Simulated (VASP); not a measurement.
# Al (Im-3m) in VASP: further runs

Runs on Al. Level: PBE. Tasks: single point, relaxation of cell and atoms.

All numbers are computed with VASP 6.6.1; they aren't measurements. Logs are shortened: lines on timing, memory, paths and dates and some standing lists are left out, and cuts for length are marked.

### Step 1. The cell of the first run

Symmetry: Im-3m, No. 229, cubic system. Conventional cell: a = 3.236 Å, b = 3.236 Å, c = 3.236 Å, α = 90.00°, β = 90.00°, γ = 90.00°. Al (site symmetry m-3m) has 14 Al at 2.80 to 3.24 Å within 3.7 Å.

This isn't the form of Al at room conditions, which is fcc.

### Step 2. Single point, PBE

Input file INCAR:

```
SYSTEM = Al
PREC = Accurate
ENCUT = 520
EDIFF = 1E-6
ISMEAR = 0
SIGMA = 0.1
LREAL = .False.
LASPH = .True.
NELM = 80
ALGO = Normal
ISIF = 2
LWAVE = .False.
LCHARG = .False.
GGA = PE
NBANDS = 22
```

Input file KPOINTS:

```
Automatic mesh
0
Gamma
  8 8 8
  0 0 0
```

Input file POSCAR:

```
Al
1.0
   -3.2364514720     -3.2364514720      3.2364514720
   -3.2364514720      3.2364514720     -3.2364514720
    3.2364514720     -3.2364514720     -3.2364514720
Al
8
Direct
    0.5000000000      0.5000000000      0.5000000000
    0.0000000000      0.5000000000      0.5000000000
    0.5000000000      0.0000000000      0.5000000000
    0.0000000000      0.0000000000      0.5000000000
    0.5000000000      0.5000000000      0.0000000000
    0.0000000000      0.5000000000      0.0000000000
    0.5000000000      0.0000000000      0.0000000000
    0.0000000000      0.0000000000      0.0000000000
```

Potentials or basis: VASP PAW PBE potentials, release 64 (Al).

The run is started by

```bash
$ cat potpaw_PBE.64/Al/POTCAR > POTCAR
$ mpirun -np 1 vasp_std > vasp.out
```

OUTCAR:

```text
SYSTEM = Al
   PREC = Accurate
   ENCUT = 520
   EDIFF = 1E-6
   ISMEAR = 0
   LREAL = .False.
   LASPH = .True.
   NELM = 80
   ISIF = 2
   GGA = PE

 ion  position               nearest neighbor table
   1  0.500  0.500  0.500-   2 2.80   3 2.80   5 2.80   8 2.80   5 2.80   3 2.80   2 2.80   8 2.80
                             7 3.24   7 3.24   4 3.24   6 3.24   4 3.24   6 3.24
   2  0.000  0.500  0.500-   1 2.80   4 2.80   6 2.80   7 2.80   6 2.80   4 2.80   1 2.80   7 2.80
                             5 3.24   8 3.24   8 3.24   5 3.24   3 3.24   3 3.24
   3  0.500  0.000  0.500-   1 2.80   4 2.80   6 2.80   7 2.80   7 2.80   1 2.80   4 2.80   6 2.80
                             5 3.24   5 3.24   8 3.24   8 3.24   2 3.24   2 3.24
   4  0.000  0.000  0.500-   2 2.80   3 2.80   5 2.80   8 2.80   8 2.80   2 2.80   3 2.80   5 2.80
                             7 3.24   6 3.24   1 3.24   7 3.24   1 3.24   6 3.24
   5  0.500  0.500  0.000-   1 2.80   4 2.80   6 2.80   7 2.80   1 2.80   7 2.80   6 2.80   4 2.80
                             2 3.24   3 3.24   8 3.24   2 3.24   8 3.24   3 3.24
   6  0.000  0.500  0.000-   2 2.80   3 2.80   5 2.80   8 2.80   2 2.80   8 2.80   5 2.80   3 2.80
                             7 3.24   4 3.24   4 3.24   1 3.24   7 3.24   1 3.24
   7  0.500  0.000  0.000-   2 2.80   3 2.80   5 2.80   8 2.80   3 2.80   5 2.80   8 2.80   2 2.80
                             6 3.24   1 3.24   4 3.24   4 3.24   6 3.24   1 3.24
   8  0.000  0.000  0.000-   1 2.80   4 2.80   6 2.80   7 2.80   4 2.80   6 2.80   7 2.80   1 2.80
                             3 3.24   2 3.24   2 3.24   3 3.24   5 3.24   5 3.24

  LATTYP: Found a body centered cubic cell.
 ALAT       =     6.4729029440

  Lattice vectors:

 A1 = (  -3.2364514720,  -3.2364514720,   3.2364514720)
 A2 = (  -3.2364514720,   3.2364514720,  -3.2364514720)
 A3 = (   3.2364514720,  -3.2364514720,  -3.2364514720)

Analysis of symmetry for initial positions (statically):
=====================================================================
 Subroutine PRICEL returns following result:

  LATTYP: Found a body centered cubic cell.
 ALAT       =     3.2364514720

  Lattice vectors:

 A1 = (  -1.6182257360,  -1.6182257360,   1.6182257360)
 A2 = (  -1.6182257360,   1.6182257360,  -1.6182257360)
 A3 = (   1.6182257360,  -1.6182257360,  -1.6182257360)

   8 primitive cells build up your supercell.

 Routine SETGRP: Setting up the symmetry group for a
 body centered cubic supercell.

 Subroutine GETGRP returns: Found 48 space group operations
 (whereof 48 operations were pure point group operations)
 out of a pool of 48 trial point group operations.

The static configuration has the point symmetry O_h .

Analysis of symmetry for dynamics (positions and initial velocities):
=====================================================================
 Subroutine PRICEL returns following result:

  LATTYP: Found a body centered cubic cell.
 ALAT       =     3.2364514720

  Lattice vectors:

 A1 = (  -1.6182257360,  -1.6182257360,   1.6182257360)
 A2 = (  -1.6182257360,   1.6182257360,  -1.6182257360)
 A3 = (   1.6182257360,  -1.6182257360,  -1.6182257360)

   8 primitive cells build up your supercell.

 Routine SETGRP: Setting up the symmetry group for a
 body centered cubic supercell.

 Subroutine GETGRP returns: Found 48 space group operations
 (whereof 48 operations were pure point group operations)
 out of a pool of 48 trial point group operations.

The dynamic configuration has the point symmetry O_h .

 Subroutine INISYM returns: Found 48 space group operations
 (whereof 48 operations are pure point group operations),
 and found     8 'primitive' translations

----------------------------------------------------------------------------------------

                                     Primitive cell

  volume of cell :      16.9503

  direct lattice vectors                    reciprocal lattice vectors
    -1.618225736 -1.618225736  1.618225736    -0.308980378 -0.308980378  0.000000000
    -1.618225736  1.618225736 -1.618225736    -0.308980378  0.000000000 -0.308980378
     1.618225736 -1.618225736 -1.618225736     0.000000000 -0.308980378 -0.308980378

  length of vectors
     2.802849193  2.802849193  2.802849193     0.436964241  0.436964241  0.436964241

  position of ions in fractional coordinates (direct lattice)
     0.000000000  0.000000000  0.000000000

  ion indices of the primitive-cell ions
   primitive index   ion index
                 1           1

----------------------------------------------------------------------------------------

 KPOINTS: Automatic mesh

Automatic generation of k-mesh.
 Grid dimensions read from file:
 generate k-points for:    8    8    8

 Generating k-lattice:

  Cartesian coordinates                     Fractional coordinates (reciprocal lattice)
    -0.019311274 -0.019311274  0.000000000     0.125000000  0.000000000  0.000000000
    -0.019311274  0.000000000 -0.019311274     0.000000000  0.125000000  0.000000000
     0.000000000 -0.019311274 -0.019311274     0.000000000  0.000000000  0.125000000

  Length of vectors
     0.027310265  0.027310265  0.027310265

  Shift w.r.t. Gamma in fractional coordinates (k-lattice)
     0.000000000  0.000000000  0.000000000

 Subroutine IBZKPT returns following result:
 ===========================================

 Found     29 irreducible k-points:

 Following reciprocal coordinates:
            Coordinates               Weight
  0.000000  0.000000  0.000000      1.000000
  0.125000  0.000000  0.000000     12.000000
  0.250000  0.000000  0.000000     12.000000
  0.375000  0.000000  0.000000     12.000000
  0.500000  0.000000  0.000000      6.000000
  0.125000  0.125000  0.000000     24.000000
[... 16 lines left out ...]
 -0.250000  0.250000  0.250000      6.000000
 -0.375000  0.375000  0.250000     24.000000
 [... further k-points ...]
   k-points           NKPTS =     29   k-points in BZ     NKDIM =     29   number of bands    NBANDS=     22
   number of dos      NEDOS =    301   number of ions     NIONS =      8
   total plane-waves  NPLWV =  74088
   dimension x,y,z NGX =    42 NGY =   42 NGZ =   42
   dimension x,y,z NGXF=    84 NGYF=   84 NGZF=   84
   ions per type =               8
   NGX,Y,Z   is equivalent  to a cutoff of  12.46, 12.46, 12.46 a.u.
   NGXF,Y,Z  is equivalent  to a cutoff of  24.91, 24.91, 24.91 a.u.
 SYSTEM =  Al
   PREC   = accura    normal or accurate (medium, high low for compatibility)
   ISTART =      0    job   : 0-new  1-cont  2-samecut
   ICHARG =      2    charge: 1-file 2-atom 10-const
   ISPIN  =      1    spin polarized calculation?
   LNONCOLLINEAR =      F non collinear calculations
   LSORBIT =      F    spin-orbit coupling
   LASPH  =      T    aspherical Exc in radial PAW
   ENCUT  =  520.0 eV  38.22 Ry    6.18 a.u.  10.42 10.42 10.42*2*pi/ulx,y,z
   NELM   =     80;   NELMIN=  2; NELMDL= -5     # of ELM steps
   EDIFF  = 0.1E-05   stopping-criterion for ELM
   LREAL  =      F    real-space projection
   EDIFFG = 0.1E-04   stopping-criterion for IOM
   NSW    =      0    number of steps for IOM
   IBRION =     -1    ionic relax: 0-MD 1-quasi-New 2-CG
   NFREE  =      0    steps in history (QN), initial steepest desc. (CG)
   ISIF   =      2    stress and relaxation
   ISYM   =      2    0-nonsym 1-usesym 2-fastsym
   POTIM  = 0.5000    time-step for ionic-motion
   TEBEG  =    0.0;   TEEND  =   0.0 temperature during run
   PSTRESS=    0.0 pullay stress
   NELECT =      24.0000    total number of electrons
   NUPDOWN=      -1.0000    fix difference up-down
   EMIN   =  10.00;   EMAX   =-10.00  energy-range for DOS
   EFERMI =   0.00;   METHOD = LEGACY
   ISMEAR =     0;   SIGMA  =   0.10  broadening in eV -4-tet -1-fermi 0-gaus
   EFERMI_NEDOS =   21; number of points for ismear=-14 and -15
   IALGO  =     38    algorithm
   IMIX   =      4    mixing-type and parameters
     AMIX     =   0.40;   BMIX     =  1.00
     AMIX_MAG =   1.60;   BMIX_MAG =  1.00
  volume/ion in A,a.u.               =      16.95       114.39
  Fermi-wavevector in a.u.,A,eV,Ry     =   0.919157  1.736954 11.494865  0.844849
  Thomas-Fermi vector in A             =   2.044319
   LORBIT       =      0    0 simple, 1 ext, 2 COOP (PROOUT), +10 PAW based schemes
   GGA     = PE    functional components
   LHFCALC =     F    Hartree Fock is set to
   AEXX    =    0.0000 exact exchange contribution
   IVDW    =     0    specifies the selected vdW correction
   LEPSILON=     F    determine dielectric tensor
   LRPA    =     F    only Hartree local field effects (RPA)
 non-spin polarized calculation
 Gauss-broadening in eV      SIGMA  =   0.10
  energy-cutoff  :      520.00
  volume of cell :      135.60
 maximum number of plane-waves:      3700
 NGX is ok and might be reduce to    42
   NGX = 21   NGY = 21   NGZ = 21

 number of electron      24.0000000 magnetization

 Free energy of the ion-electron system (eV)
  ---------------------------------------------------
  ext. energy  EPLUGINS =         0.00000000
  ---------------------------------------------------
  free energy    TOTEN  =       -29.17297218 eV

  energy without entropy =      -29.14476552  energy(sigma->0) =      -29.15886885

 E-fermi :   7.7216     XC(G=0): -10.1039

 val. band max:        7.7186958124   @ k =   0.5000   0.5000   0.1250
 cond. band min:       7.7251981868   @ k =   0.2500   0.1250   0.0000
 fundamental gap:      0.0065023744
 Fermi energy:         7.7215798372

 k-point     1 :       0.0000    0.0000    0.0000
  band No.  band energies     occupation
      1      -3.2227      2.00000
      2       3.5049      2.00000
      3       3.5049      2.00000
      4       3.5049      2.00000
      5       3.5049      2.00000
      6       3.5049      2.00000
[... 14 lines left out ...]
     21      15.6834      0.00000
     22      15.6849      0.00000
[... 552 lines left out ...]
  band No.  band energies     occupation
      1      -1.7931      2.00000
      2      -0.0524      2.00000
      3       0.8102      2.00000
      4       0.8102      2.00000
      5       1.6675      2.00000
      6       3.3660      2.00000
[... 14 lines left out ...]
     21      12.3039      0.00000
     22      12.3234      0.00000

 [... further k-points ...]

------------------------ aborting loop because EDIFF is reached ----------------------------------------

  FORCE on cell =-STRESS in cart. coord.  units (eV):
  Direction    XX          YY          ZZ          XY          YZ          ZX
  --------------------------------------------------------------------------------------
  -------------------------------------------------------------------------------------
  Total       -0.0702924     -0.0702924     -0.0702924      0.0000000     -0.0000000      0.0000000
  in kB       -0.8305225     -0.8305225     -0.8305225      0.0000000     -0.0000000      0.0000000
  external PRESSURE =      -0.8305225 kB  Pullay stress =       0.0000000 kB

 VOLUME and BASIS-vectors are now :
 -----------------------------------------------------------------------------
  energy-cutoff  :      520.00
  volume of cell :      135.60
      direct lattice vectors                 reciprocal lattice vectors
    -3.236451472 -3.236451472  3.236451472    -0.154490189 -0.154490189  0.000000000
    -3.236451472  3.236451472 -3.236451472    -0.154490189  0.000000000 -0.154490189
     3.236451472 -3.236451472 -3.236451472     0.000000000 -0.154490189 -0.154490189

 POSITION                                       TOTAL-FORCE (eV/Angst)
 -----------------------------------------------------------------------------------
     -1.61823     -1.61823     -1.61823        -0.000000     -0.000000     -0.000000
      0.00000      0.00000     -3.23645         0.000000     -0.000000      0.000000
      0.00000     -3.23645      0.00000        -0.000000     -0.000000      0.000000
      1.61823     -1.61823     -1.61823        -0.000000     -0.000000      0.000000
     -3.23645      0.00000      0.00000        -0.000000      0.000000     -0.000000
     -1.61823      1.61823     -1.61823         0.000000     -0.000000     -0.000000
     -1.61823     -1.61823      1.61823        -0.000000      0.000000      0.000000
      0.00000      0.00000      0.00000        -0.000000     -0.000000      0.000000
 -----------------------------------------------------------------------------------
    total drift:                                0.000000     -0.000000     -0.000000

  FREE ENERGIE OF THE ION-ELECTRON SYSTEM (eV)
  ---------------------------------------------------
  free  energy   TOTEN  =       -29.1729721783 eV

  energy  without entropy=      -29.1447655208  energy(sigma->0) =      -29.15886885
```

It took 69 s on 1 thread of Intel Xeon Platinum 8259CL at 2.50GHz (Skylake/Cascade Lake), shared host; peak memory 0.27 GiB.

Results:

* Free energy: -29.1730 eV
* Pressure: -0.1 GPa
* Band gap on the k mesh: zero (bands 12 and 13 overlap by 5.30 eV)

### Step 3. Relaxation of cell and atoms, PBE

Input file INCAR:

```
PREC     = Accurate       # precision mode
ENCUT    = 600            # plane-wave cutoff, eV
EDIFF    = 1E-6           # SCF threshold, eV
ISMEAR   = 0              # smearing method
SIGMA    = 0.1            # smearing width, eV
LREAL    = F              # projectors in reciprocal space
LASPH    = T              # aspherical terms in the spheres
NELM     = 100            # most SCF steps
ALGO     = Normal         # electronic algorithm
ISIF     = 3              # what is computed and relaxed
LWAVE    = F              # write WAVECAR
LCHARG   = F              # write CHGCAR
GGA      = PE             # functional
IBRION   = 2              # ionic algorithm
NSW      = 80             # ionic steps
EDIFFG   = -0.015         # ionic threshold
```

Input file KPOINTS:

```
regular mesh
0
Gamma
  8 8 8
```

POSCAR is that of step 2.

Potentials or basis: VASP PAW PBE potentials, release 64 (Al).

The run is started by

```bash
$ cat potpaw_PBE.64/Al/POTCAR > POTCAR
$ mpirun -np 1 vasp_std > vasp.out
```

It took 75 s on 1 thread of Intel Xeon Platinum 8259CL at 2.50GHz (Skylake/Cascade Lake), shared host; peak memory 0.32 GiB.

It converged, with:

| Quantity | Value |
| --- | --- |
| Free energy | -29.1734 eV |
| Pressure after relaxing | -0.1 GPa |
| Band gap on the k mesh | zero (bands 12 and 13 overlap by 5.30 eV) |

Final structure:
```yaml
crystal:
  lattice:
    - [-3.23645, -3.23645, 3.23645]
    - [-3.23645, 3.23645, -3.23645]
    - [3.23645, -3.23645, -3.23645]
  atoms:
    - { symbol: Al, position: [0.50000, 0.50000, 0.50000] }
    - { symbol: Al, position: [0.00000, 0.50000, 0.50000] }
    - { symbol: Al, position: [0.50000, 0.00000, 0.50000] }
    - { symbol: Al, position: [0.00000, 0.00000, 0.50000] }
    - { symbol: Al, position: [0.50000, 0.50000, 0.00000] }
    - { symbol: Al, position: [0.00000, 0.50000, 0.00000] }
    - { symbol: Al, position: [0.50000, 0.00000, 0.00000] }
    - { symbol: Al, position: [0.00000, 0.00000, 0.00000] }
```

Levels at points of the mesh, in eV from the Fermi level:
```tsv
k point	band 10	band 11	band 12	band 13	band 14	band 15
(0.00, 0.00, 0.00)	-3.83	-3.83	-3.83	-3.83	1.82	1.82
(0.50, 0.00, 0.00)	-2.13	0.71	0.71	0.71	0.71	1.28
(0.50, 0.50, 0.50)	-0.93	-0.93	-0.93	0.25	0.25	4.93
```

Caveat: the relaxation stopped at its first step, so nothing moved.
